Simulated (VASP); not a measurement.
# AlP: relaxation of cell and atoms with LDA

Crystal: AlP.

```
CELL_PARAMETERS angstrom
0.00000 2.71698 2.71698
2.71698 0.00000 2.71698
2.71698 2.71698 0.00000
ATOMIC_POSITIONS crystal
Al 0.00000 0.00000 0.00000
P 0.75000 0.75000 0.75000
```

```yaml
Program: VASP 6.6.1
Task: relaxation of cell and atoms
Functional: LDA
Potentials_or_basis: VASP PAW LDA potentials, release 64 (Al, P)
Cutoff: 500 eV
k_mesh: 8 × 8 × 8
Occupations: gaussian, width 0.01 eV
Spin: no spin polarisation
Target_pressure: 30 GPa
Dipole_correction: no
Further_INCAR_settings: ALGO = Normal; EDIFF = 1e-07; IBRION = 2; EDIFFG = -0.001; NSW = 80; ISIF = 3
```

```
Relaxed volume                                             : 16.18 Å³/atom
Relaxed cell                                               : a = 3.577 Å, b = 3.577 Å, c = 3.577 Å, α = 60.00°, β = 60.00°, γ = 60.00°
Space group after relaxing (to 0.1 Å)                      : F-43m (No. 216)
Energy change on relaxing (the run minimises the enthalpy) : +304.1 meV/atom
Ionic steps                                                : 7
Pressure after relaxing                                    : 30.0 GPa
Band gap on the k mesh                                     : 0.91 eV (least direct gap 3.53 eV)
```

The path:
| step | energy change (eV) | largest force (eV/Å) | pressure (GPa) | volume (Å³) |
| --- | --- | --- | --- | --- |
| 1 | 0.0000 | 0.0000 | 0.05 | 40.11 |
| 2 | 6.0206 | 0.0000 | 172.65 | 22.05 |
| 3 | 0.4581 | 0.0000 | 24.92 | 33.24 |
| 4 | 0.5659 | 0.0000 | 28.60 | 32.59 |
| 5 | 0.6086 | 0.0000 | 30.01 | 32.36 |
| 6 | 0.6077 | 0.0000 | 29.98 | 32.36 |
| 7 | 0.6083 | 0.0000 | 30.00 | 32.36 |

Final structure:
```
CELL_PARAMETERS angstrom
0.00000 2.52925 2.52925
2.52925 0.00000 2.52925
2.52925 2.52925 0.00000
ATOMIC_POSITIONS crystal
Al 0.00000 0.00000 0.00000
P 0.75000 0.75000 0.75000
```

Levels at points of the mesh, in eV from the valence-band top:
```csv
k point,band 2,band 3,band 4,band 5,band 6,band 7
"(0.00, 0.00, 0.00)",0.00,0.00,0.00,4.77,4.77,4.77
"(0.50, 0.00, 0.00)",-6.73,-0.90,-0.90,3.54,4.72,4.72
"(0.50, 0.50, 0.00)",-6.22,-2.62,-2.62,0.91,2.17,12.67
```

It took 36 s on 1 thread of Intel Xeon 8259CL, on a shared host, peak memory 0.14 GiB.

Caveat: the cell is relaxed towards a set pressure, so the run minimises the enthalpy, not the energy; the volume moved by over 15 % at a fixed basis, so the end points are rough. LDA usually gives volumes a few per cent too small.
